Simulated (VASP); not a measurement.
# LiCl (P1) in VASP: a series of runs, part 2 of 2

VASP 6.6.1. The steps go on from the part before.

## Step 3: Single point, PBE

File INCAR:

```
SYSTEM = LiCl
PREC = Accurate
ENCUT = 520
EDIFF = 1E-6
ISMEAR = -1
SIGMA = 0.16
LREAL = Auto
LASPH = .True.
NELM = 100
ALGO = Normal
ISIF = 2
LWAVE = .False.
LCHARG = .True.
GGA = PE
LELF = .True.
LVHAR = .True.
NBANDS = 54
```

File KPOINTS:

```
regular mesh
0
Gamma
  2 2 2
  0 0 0
```

File POSCAR:

```
LiCl
1.0
    0.0000000000      5.3267100000      5.3267100000
    5.3267100000      0.0000000000      5.3267100000
    5.3267100000      5.3267100000      0.0000000000
Li Cl
8 8
Direct
    0.0005256528      0.0453000069     -0.0665326252
    0.0269490924      0.0443519546      0.5091604386
    0.0881407097      0.4672114682     -0.0230348564
    0.0505471482      0.5430838172      0.4204002095
    0.4795267623     -0.0665326252      0.1628397266
    0.5772887955      0.0482755772      0.5007124473
    0.6396631317      0.5414786989      0.0641108677
    0.4925178957      0.4461665831      0.5718726944
    0.3351599768      0.2343285067      0.2633895970
    0.3162364762      0.1786656304      0.7220967539
    0.3236707086      0.6690433682      0.3261675593
    0.2623007447      0.6567468475      0.7933978009
    0.8509661686      0.2497132376      0.2223792923
    0.8483660646      0.3310861676      0.6444878734
    0.7933884142      0.7880192464      0.2408897800
    0.7906005771      0.7730850750      0.7113771915
```

Potentials or basis: VASP PAW PBE potentials, release 64 (Li_sv, Cl).

Started as:

```console
$ cat potpaw_PBE.64/Li_sv/POTCAR potpaw_PBE.64/Cl/POTCAR > POTCAR
$ mpirun -np 1 vasp_std > vasp.out
```

OUTCAR:

```text
SYSTEM = LiCl
   PREC = Accurate
   ENCUT = 520
   EDIFF = 1E-6
   ISMEAR = -1
   LREAL = Auto
   LASPH = .True.
   NELM = 100
   ISIF = 2
   GGA = PE

 ion  position               nearest neighbor table
   1  0.001  0.045  0.933-  14 2.46  10 2.49  15 2.54
   2  0.027  0.044  0.509-  14 2.33  13 2.51
   3  0.088  0.467  0.977-  12 1.94  13 2.43
   4  0.051  0.543  0.420-  14 2.21  11 2.34  15 2.35   9 2.58
   5  0.480  0.933  0.163-  15 2.30  11 2.30   9 2.31
   6  0.577  0.048  0.501-  10 2.01  16 2.31  13 2.56   9 2.59
   7  0.640  0.541  0.064-  13 2.14  11 2.32  16 2.39
[... 657 lines left out ...]
  Total        5.9967171      4.5478242      5.4665214     -0.5278843      0.0179705     -1.6393802
  in kB       31.7846171     24.1049980     28.9744021     -2.7979645      0.0952496     -8.6892665
  external PRESSURE =      28.2880057 kB  Pullay stress =       0.0000000 kB

 VOLUME and BASIS-vectors are now :
 -----------------------------------------------------------------------------
  energy-cutoff  :      520.00
  volume of cell :      302.28
      direct lattice vectors                 reciprocal lattice vectors
     0.000000000  5.326710000  5.326710000    -0.093866571  0.093866571  0.093866571
     5.326710000  0.000000000  5.326710000     0.093866571 -0.093866571  0.093866571
     5.326710000  5.326710000  0.000000000     0.093866571  0.093866571 -0.093866571

 POSITION                                       TOTAL-FORCE (eV/Angst)
 -----------------------------------------------------------------------------------
      5.21361      4.97511      0.24410        -0.009393      0.004923     -0.046355
      2.94840      2.85570      0.37980        -0.083188      0.148351     -0.077327
      7.69271      5.67351      2.95820        -0.036135      0.203686     -1.965683
      5.13220      2.50860      3.16210         0.002671      0.064542      0.061739
      5.83971      3.42170      7.52661         0.114615     -0.044944      0.368714
      2.92430      5.74220      3.33220        -1.722036     -0.074933      0.245267
[... 8 lines left out ...]
      5.48070      5.50930      8.42370        -0.288572     -0.362012      0.434658
      7.90730      8.00060      8.32930         0.257546      0.609355      0.031064
 -----------------------------------------------------------------------------------
    total drift:                               -0.000902     -0.006726     -0.002510

  FREE ENERGIE OF THE ION-ELECTRON SYSTEM (eV)
  ---------------------------------------------------
  free  energy   TOTEN  =       -56.2957099609 eV

  energy  without entropy=      -56.2957094398  energy(sigma->0) =      -56.29570970
```

Run time: 4 min. Hardware: 1 thread of Oxide Virtual Turin-like, shared host; peak memory 0.39 GiB.

What came out:

```yaml
Free_energy: -56.2957 eV
Largest_force: 2.609 eV/Å
Band_gap_on_the_k_mesh: 5.06 eV
```

Forces on the atoms (eV/Å):
```
Li  -0.009  0.005 -0.046
Li  -0.083  0.148 -0.077
Li  -0.036  0.204 -1.966
Li   0.003  0.065  0.062
Li   0.115 -0.045  0.369
Li  -1.722 -0.075  0.245
Li  -0.102 -1.033  0.000
Li   0.179  0.602  0.057
Cl  -0.509 -0.412 -0.281
Cl   2.129  0.412 -0.542
Cl  -0.161 -0.728  0.739
Cl   0.541 -0.157  2.547
Cl  -0.355  0.490 -0.104
Cl   0.042  0.278 -1.469
Cl  -0.289 -0.362  0.435
Cl   0.258  0.609  0.031
```

Caveat: the k points lie up to 0.51 Å⁻¹ apart; the cutoff is under 1.25 times the usual one of these potentials, so pressure, stress and relaxed cells hold a basis-set (Pulay) error; forces of over 1 eV/Å act on the atoms, so gaps and moduli don't describe the material at rest.
